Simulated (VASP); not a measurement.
Here is a VASP 6.6.1 calculation.

Contents of INCAR:

```
SYSTEM = Na
  PREC = Accurate
  ENCUT = 520
  EDIFF = 1E-7
  ISMEAR = 0
  SIGMA = 0.15
  LREAL = .False.
  LASPH = .True.
  NELM = 80
  ALGO = Fast
  ISIF = 2
  LWAVE = .False.
  LCHARG = .False.
  GGA = PS
  NBANDS = 14
```

File KPOINTS:

```
regular mesh
0
Gamma
  12 12 8
  0 0 0
```

Contents of POSCAR:

```
Na
1.0
    3.9553510475      0.0000000000      0.0000000000
   -1.9776755237      3.4254344880      0.0000000000
    0.0000000000      0.0000000000      5.8463000000
Na
2
Direct
    0.3333333333      0.6666666667      0.2500000000
    0.6666666667      0.3333333333      0.7500000000
```

Potentials or basis: VASP PAW PBE potentials, release 64 (Na_pv).

The run is started by

```bash
$ cat potpaw_PBE.64/Na_pv/POTCAR > POTCAR
$ mpirun -np 1 vasp_std > vasp.out
```

Estimate the band gap on the k mesh.

zero (band 7 reaches 1.96 eV, above the bottom of band 8 at -1.89 eV).

Predict the pressure.

-0.5 GPa.

Stress tensor (GPa, compression positive):
```
-0.83  0.00  0.00
 0.00 -0.83  0.00
 0.00  0.00  0.09
```

Caveat: the cell differs from its parent crystal (strain +0.050 along x and y, -0.050 along z); the PAW data sets were made with another functional, which shifts forces and pressure a little.
